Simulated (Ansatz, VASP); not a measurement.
**Ni: VASP beside Ansatz**

```
Ni
1.0
     0.00000    1.76795    1.75027
     1.76795    0.00000    1.75027
     1.76795    1.76795    0.00000
Ni
1
Cartesian
  0.0000 0.0000 0.0000
```

Change from the starting cell: zz strain of -1 %.

Alike in both runs: task single point; functional PBE; k mesh 20 × 20 × 20; occupations fermi-dirac, width 0.05 eV; collinear spin.

```csv
,VASP,Ansatz
version,VASP 6.6.1,Ansatz 0.2.0
potentials or method,"VASP PAW PBE potentials, release 64 (Ni), cutoff 520 eV","all-electron LAPW, scalar-relativistic"
```

Ansatz gave:

```
pressure (GPa)                                                : -0.9
traceless stress, the component that is largest in VASP (GPa) : 0.77
net moment per atom (μB)                                      : 0.64
size of the moment on the site where the two differ most (μB) : 0.66
```

Task: What did VASP give for the same quantities?

Result: Pressure (GPa): -0.9; traceless stress, the component that is largest in VASP (GPa): 0.75; net moment per atom (μB): 0.63; size of the moment on the site where the two differ most (μB): 0.64.

Site moments also hang on the region over which each program counts them. Ansatz ran all-electron here, and VASP with PAW potentials.
